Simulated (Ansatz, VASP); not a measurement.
Pt in VASP and in Ansatz

```
Pt
1.0
     2.76067    0.00000    0.00000
    -1.38033    2.39081    0.00000
     0.00000    0.00000    4.79213
Pt
2
Direct
  0.66667 0.33333 0.75000
  0.33333 0.66667 0.25000
```

Alike in both runs: task relaxation of cell and atoms; functional PBEsol; k mesh 18 × 18 × 9; occupations gaussian, width 0.1 eV; no spin polarisation.

|  | VASP | Ansatz |
| --- | --- | --- |
| version | VASP 6.6.1 | Ansatz 0.2.0 |
| potentials or method | VASP PAW PBE potentials, release 64 (Pt), cutoff 500 eV | plane waves, PAW |
| valence electrons in the cell | 20 | 36 |

```tsv
	VASP	Ansatz	Ansatz less VASP
relaxed volume (Å³/atom)	15.11	15.13	+0.023
relaxed cell length with the largest relative difference (Å)	4.699	4.705	+0.0060
```

VASP's potentials were made for PBE, not for PBEsol. VASP's potentials hold 20 valence electrons a cell and Ansatz's 36, so a difference there can come from the potentials and not from the codes.

Spin-orbit coupling is off throughout.
